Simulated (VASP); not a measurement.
Set up this calculation in VASP 6.6.1, as the native input.

```
Task                   : single point
Functional             : RPBE
Potentials or basis    : VASP PAW PBE potentials, release 64 (Re)
Cutoff                 : 520 eV
k mesh                 : 10 × 10 × 10
Occupations            : fermi-dirac, width 0.1 eV
Spin                   : no spin polarisation
Dipole correction      : no
Further INCAR settings : ALGO = Normal; EDIFF = 1e-06; NBANDS = 14
```

The structure of Re lies in POSCAR:

```
Re
1.0
    0.0000000000      2.8388677614      2.8388677614
    2.8388677614      0.0000000000      2.8388677614
    2.8388677614      2.8388677614      0.0000000000
Re
2
Direct
    0.1250000000      0.1250000000      0.1250000000
    0.8750000000      0.8750000000      0.8750000000
```

This isn't the form of Re at room conditions, which is hcp.

One way to write it, as run:

INCAR

```
SYSTEM = Re
  PREC = Accurate
  ENCUT = 520
  EDIFF = 1E-6
  ISMEAR = -1
  SIGMA = 0.1
  LREAL = .FALSE.
  LASPH = .TRUE.
  NELM = 60
  ALGO = Normal
  ISIF = 2
  LWAVE = .FALSE.
  LCHARG = .TRUE.
  GGA = RP
  LELF = .TRUE.
  LVHAR = .TRUE.
  NBANDS = 14
```

KPOINTS

```
regular mesh
0
G
  10 10 10
  0 0 0
```

Potentials or basis: VASP PAW PBE potentials, release 64 (Re).

Command:

```sh
$ cat potpaw_PBE.64/Re/POTCAR > POTCAR
$ mpirun -np 1 vasp_std > vasp.out
```

It gave:

* Pressure: -1.6 GPa
* Band gap on the k mesh: zero (bands 7 and 8 overlap by 1.17 eV)

Caveat: the PAW data sets were made with another functional, which shifts forces and pressure a little; spin-orbit coupling is left out, which moves the levels of the heavy elements.

Wall time 38 s on 1 thread of Intel Xeon 8259CL, with other jobs on the host, peak memory 0.18 GiB.
